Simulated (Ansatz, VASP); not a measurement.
One calculation of ZnO, two programs

```
Zn O
1.0
     3.31531    0.00000    0.00000
    -1.65765    2.87114    0.00000
     0.00000    0.00000    5.35317
Zn O
2 2
Direct
  0.33333 0.66667 0.00195
  0.66667 0.33333 0.50195
  0.33333 0.66667 0.38105
  0.66667 0.33333 0.88105
```

Alike in both runs: functional RPBE; k mesh 9 × 9 × 4; occupations gaussian, width 0.1 eV; no spin polarisation.

Ansatz relaxed the structure, and its values are those at the end. VASP's run is a single point on that final structure, the one shown.

|  | VASP | Ansatz |
| --- | --- | --- |
| version | VASP 6.6.1 | Ansatz 0.2.0 |
| potentials or method | VASP PAW PBE potentials, release 64 (Zn, O), cutoff 520 eV | scalar-relativistic, plane waves, PAW |
| valence electrons in the cell | 36 | 36 |

VASP gave:

| Property | Result |
| --- | --- |
| gap on the k mesh at the Fermi level (eV) | 0.78 |
| least direct gap on the mesh (eV) | 0.78 |
| pressure (GPa) | 1.1 |

Task: Which values does Ansatz return?

Result: gap on the k mesh at the Fermi level (eV): 0.80; least direct gap on the mesh (eV): 0.80; pressure (GPa): 0.3.

VASP's potentials were made for PBE, not for RPBE.
